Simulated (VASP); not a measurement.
# CdS (Hawleyite) (F-43m) in VASP: notebook, part 2 of 2

VASP 6.6.1. Earlier steps stand in the parts before.

**6. Relaxation of cell and atoms, PBEsol**

This run uses another cell than the first one, of 24.81 Å³/atom, 1.040 times its volume.

INCAR reads:

```
SYSTEM = CdS
ALGO = Normal
EDIFF = 1E-6
EDIFFG = -0.05
ENCUT = 600
GGA = PS
IBRION = 2
ISIF = 3
ISMEAR = 0
LASPH = .True.
LCHARG = .False.
LREAL = .False.
LWAVE = .False.
NELM = 100
NSW = 80
PREC = Accurate
SIGMA = 0.01
```

KPOINTS reads:

```
k-points
0
Gamma
  6 6 6
  0 0 0
```

POSCAR reads:

```
CdS
1.0
    0.0000000000      2.9165000000      2.9165000000
    2.9165000000      0.0000000000      2.9165000000
    2.9165000000      2.9165000000      0.0000000000
Cd S
1 1
Direct
    0.0000000000      0.0000000000      0.0000000000
    0.2500000000      0.2500000000      0.2500000000
```

Potentials or basis: VASP PAW PBE potentials, release 64 (Cd, S).

Command:

```bash
> cat potpaw_PBE.64/Cd/POTCAR potpaw_PBE.64/S/POTCAR > POTCAR
> mpirun -np 1 vasp_std > vasp.out
```

OUTCAR:

```text
SYSTEM = CdS
   EDIFF = 1E-6
   EDIFFG = -0.05
   ENCUT = 600
   GGA = PS
   IBRION = 2
   ISIF = 3
   ISMEAR = 0
   LASPH = .True.
   LREAL = .False.
   NELM = 100
   NSW = 80
   PREC = Accurate

 ion  position               nearest neighbor table
   1  0.000  0.000  0.000-   2 2.53   2 2.53   2 2.53   2 2.53
   2  0.250  0.250  0.250-   1 2.53   1 2.53   1 2.53   1 2.53

  LATTYP: Found a face centered cubic cell.
 ALAT       =     5.8330000000
[... 438 lines left out ...]

  FORCE on cell =-STRESS in cart. coord.  units (eV):
  Direction    XX          YY          ZZ          XY          YZ          ZX
  --------------------------------------------------------------------------------------
  -------------------------------------------------------------------------------------
  Total        0.0307274      0.0307274      0.0307274     -0.0000000      0.0000000      0.0000000
  in kB        0.9922483      0.9922483      0.9922483     -0.0000000      0.0000000      0.0000000
  external PRESSURE =       0.9922483 kB  Pullay stress =       0.0000000 kB

 VOLUME and BASIS-vectors are now :
 -----------------------------------------------------------------------------
  energy-cutoff  :      600.00
  volume of cell :       49.62
      direct lattice vectors                 reciprocal lattice vectors
     0.000000000  2.916500000  2.916500000    -0.171438368  0.171438368  0.171438368
     2.916500000  0.000000000  2.916500000     0.171438368 -0.171438368  0.171438368
     2.916500000  2.916500000  0.000000000     0.171438368  0.171438368 -0.171438368

 POSITION                                       TOTAL-FORCE (eV/Angst)
 -----------------------------------------------------------------------------------
      0.00000      0.00000      0.00000         0.000000     -0.000000     -0.000000
      1.45825      1.45825      1.45825        -0.000000      0.000000      0.000000
 -----------------------------------------------------------------------------------
    total drift:                               -0.000000     -0.000000     -0.000000

  FREE ENERGIE OF THE ION-ELECTRON SYSTEM (eV)
  ---------------------------------------------------
  free  energy   TOTEN  =        -6.8111300605 eV

  energy  without entropy=       -6.8111300605  energy(sigma->0) =       -6.81113006

 reached required accuracy - stopping structural energy minimisation
```

OSZICAR:

```text
N       E                     dE             d eps       ncg     rms          rms(c)
DAV:   1     0.113900810509E+03    0.11390E+03   -0.99068E+03   424   0.142E+03
DAV:   2    -0.220467408948E+01   -0.11611E+03   -0.11169E+03   496   0.304E+02
DAV:   3    -0.727278102923E+01   -0.50681E+01   -0.50529E+01   486   0.656E+01
DAV:   4    -0.731175103831E+01   -0.38970E-01   -0.38961E-01   471   0.574E+00
DAV:   5    -0.731228772248E+01   -0.53668E-03   -0.53668E-03   481   0.656E-01    0.778E+00
DAV:   6    -0.683333501397E+01    0.47895E+00   -0.99865E-01   596   0.150E+01    0.620E+00
DAV:   7    -0.681374788894E+01    0.19587E-01   -0.18118E-01   436   0.356E+00    0.303E+00
DAV:   8    -0.681140062912E+01    0.23473E-02   -0.19884E-02   436   0.216E+00    0.256E-01
DAV:   9    -0.681105892582E+01    0.34170E-03   -0.31972E-03   476   0.973E-01    0.628E-02
DAV:  10    -0.681109432523E+01   -0.35399E-04   -0.28620E-04   451   0.236E-01    0.669E-02
DAV:  11    -0.681112299960E+01   -0.28674E-04   -0.51547E-05   439   0.832E-02    0.381E-02
DAV:  12    -0.681113017432E+01   -0.71747E-05   -0.35013E-05   421   0.690E-02    0.874E-03
DAV:  13    -0.681113006047E+01    0.11385E-06   -0.30371E-06   471   0.200E-02
   1 F= -.68111301E+01 E0= -.68111301E+01  d E =-.681113E+01
```

CONTCAR:

```text
CdS
   1.00000000000000
     0.0000000000000000    2.9165000000000001    2.9165000000000001
     2.9165000000000001    0.0000000000000000    2.9165000000000001
     2.9165000000000001    2.9165000000000001    0.0000000000000000
  Cd              S
     1     1
Direct
     0.0000000000000000    0.0000000000000000    0.0000000000000000
     0.2500000000000000    0.2500000000000000    0.2500000000000000

  0.00000000E+00  0.00000000E+00  0.00000000E+00
  0.00000000E+00  0.00000000E+00  0.00000000E+00
```

It took 7 s on 1 thread of Intel Xeon 6975P-C (Granite Rapids), shared host; peak memory 0.21 GiB.

Results:

```yaml
Free_energy: -6.8111 eV
Pressure_after_relaxing: 0.1 GPa
Band_gap_on_the_k_mesh: 1.01 eV, direct
```

Final structure:
```
CELL_PARAMETERS angstrom
0.00000 2.91650 2.91650
2.91650 0.00000 2.91650
2.91650 2.91650 0.00000
ATOMIC_POSITIONS crystal
Cd 0.00000 0.00000 0.00000
S 0.25000 0.25000 0.25000
```

Caveat: the relaxation stopped at its first step, so nothing moved; the PAW data sets were made with another functional, which shifts forces and pressure a little.

**7. The runs side by side**

```csv
task,level,potentials or basis,cell,cutoff (eV),gap on the mesh (eV),pressure (GPa)
single point,LDA,"VASP PAW LDA potentials, release 64 (Cd, S)","a = 4.071 Å, angles 60.0°, 2 atoms",520,0.98,0.6
single point,PBEsol,"VASP PAW PBE potentials, release 64 (Cd, S)","a = 4.119 Å, angles 60.0°, 2 atoms",520,1.02,0.4
single point,PBE,"VASP PAW PBE potentials, release 64 (Cd, S)","a = 4.191 Å, angles 60.0°, 2 atoms",520,1.04,0.3
single point,r2SCAN+D4,"VASP PAW PBE potentials, release 64 (Cd, S)","a = 4.141 Å, angles 60.0°, 2 atoms",520,1.56,0.3
relaxation of cell and atoms,PBEsol,"VASP PAW PBE potentials, release 64 (Cd, S)","relaxed from a = 4.125 Å, angles 60.0°, 2 atoms",600,1.01,0.1
```

Alike in all rows: no spin polarisation; k mesh 6 × 6 × 6; smearing gaussian 0.01 eV.

Caveats: the PAW data sets were made with another functional, which shifts forces and pressure a little (some runs); the relaxation stopped at its first step, so nothing moved (some runs).

Total energies depend on the potentials used, so only differences within one code and one set of settings carry meaning.
